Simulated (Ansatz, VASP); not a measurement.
# SrVO3: VASP beside Ansatz

The input POSCAR:

```
SrVO3
1.0
    3.8413954800      0.0000000000      0.0000000000
    0.0000000000      3.8413954800      0.0000000000
    0.0000000000      0.0000000000      3.8413954800
V O Sr
1 3 1
Direct
    0.0000000000      0.0000000000      0.0000000000
    0.5000000000      0.0000000000      0.0000000000
    0.0000000000      0.5000000000      0.0000000000
    0.0000000000      0.0000000000      0.5000000000
    0.5000000000      0.5000000000      0.5000000000
```

File INCAR.step1:

```
SYSTEM = SrVO3
PREC = Accurate ; ENCUT = 520
ISMEAR = -1 ; SIGMA = 0.1
LREAL = .FALSE. ; LASPH = .TRUE.
NELM = 150 ; ISPIN = 2
MAGMOM = 2 0 0 0 0 ; LMAXMIX = 4
NBANDS = 32 ; GGA = PE
ALGO = Normal ; EDIFF = 1E-4
LWAVE = .TRUE. ; LCHARG = .FALSE.
```

Contents of INCAR.step2:

```
SYSTEM = SrVO3
PREC = Accurate ; ENCUT = 520
EDIFF = 1E-6 ; ISMEAR = -1
SIGMA = 0.1 ; LREAL = .FALSE.
LASPH = .TRUE. ; NELM = 150
ALGO = Normal ; ISIF = 2
LWAVE = .FALSE. ; LCHARG = .FALSE.
ISPIN = 2 ; MAGMOM = 2 0 0 0 0
LORBIT = 11 ; LMAXMIX = 4
METAGGA = R2SCAN ; LMIXTAU = .TRUE.
NBANDS = 32 ; ISTART = 1
```

The input KPOINTS:

```
regular mesh
0
G
  6 6 6
  0 0 0
```

Input for Ansatz:

```yaml
crystal:
  lattice:
    - [3.84139548, 0.0, 0.0]
    - [0.0, 3.84139548, 0.0]
    - [0.0, 0.0, 3.84139548]
  atoms:
    - { symbol: V, position: [0.0, 0.0, 0.0], spin: 2.0 }
    - { symbol: O, position: [0.5, 0.0, 0.0] }
    - { symbol: O, position: [0.0, 0.5, 0.0] }
    - { symbol: O, position: [0.0, 0.0, 0.5] }
    - { symbol: Sr, position: [0.5, 0.5, 0.5] }
kpoints:
  mp_grid: { grid: [6, 6, 6], shift: [0, 0, 0] }
  band_path:
    path:
      - [0.0, 0.0, 0.0]
      - [0.0, 0.5, 0.0]
      - [0.5, 0.5, 0.0]
      - [0.0, 0.0, 0.0]
      - [0.5, 0.5, 0.5]
      - [0.0, 0.5, 0.0]
      - [0.5, 0.5, 0.5]
      - [0.5, 0.5, 0.0]
    npoints: 8
magnetization:
  spin_polarized: true
scf:
  occupations: { method: fermi_dirac }
  lower_state_search: "off"
  max_iter: 200
hamiltonian:
  pseudopotentials: { kind: paw }
  xc: r2scan
basis:
  ecutwfc: 500
  fft_grid_basis: typed
output:
  forces: true
  stress: true
  eigenvalues: true
  bader: true
  populations: true
  elf: true
  write_potential: true
  volumetric_format: npy
  dos:
    e_range: [-12, 8]
    de: 0.05
    projected: { site_lists: { O: [O], Sr: [Sr], V: [V] } }
checkpoint:
  read: saved_state
```

Alike in both runs: task single point; functional r2SCAN; k mesh 6 × 6 × 6; collinear spin.

|  | VASP | Ansatz |
| --- | --- | --- |
| version | VASP 6.6.1 | Ansatz 0.2.0 |
| potentials or method | VASP PAW PBE potentials, release 64 (V_sv, O, Sr_sv), cutoff 520 eV | PAW plane waves |
| occupations | fermi-dirac, width 0.1 eV | fermi-dirac |
| valence electrons in the cell | 41 | 41 |

|  | VASP | Ansatz | Ansatz less VASP |
| --- | --- | --- | --- |
| pressure (GPa) | 0.7 | -0.2 | -0.89 |
| net moment per atom (μB) | 0.19 | 0.19 | +0.001 |
| size of the moment on the site where the two differ most (μB) | 0.95 | 0.78 | -0.180 |

VASP's potentials were made for PBE, not for r2SCAN. Site moments also hang on the region over which each program counts them. Ansatz's warnings: stability check not made.
